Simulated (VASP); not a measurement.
Crystal: Mn.

```xyz
1
Lattice="-1.4081 1.4081 1.4081 1.4081 -1.4081 1.4081 1.4081 1.4081 -1.4081" Properties=species:S:1:pos:R:3 pbc="T T T"
Mn    0.0000    0.0000    0.0000
```

Base run:

| Property | Result |
| --- | --- |
| Program | VASP 6.6.1 |
| Functional | RPBE |
| Potentials or basis | VASP PAW PBE potentials, release 64 (Mn_pv) |
| Cutoff | 520 eV |
| k mesh | 26 × 26 × 26 |
| Occupations | fermi-dirac, width 0.05 eV |
| Spin | collinear spin, ferromagnetic start |
| Starting moments | [-0.856] μB |

Its results: pressure 0.8 GPa; net moment -0.92 μB per cell; site moments Mn -0.93 μB.

**Question.** The run is repeated on the same cell with these changes: k mesh from 26 × 26 × 26 to 15 × 15 × 15; moments at the start from [-0.86] to [3.0]. What comes out?

**Answer.** Pressure 0.2 GPa; net moment 0.86 μB per cell; site moments Mn +0.86 μB.

Caveats: the PAW data sets were made with another functional, which shifts forces and pressure a little.
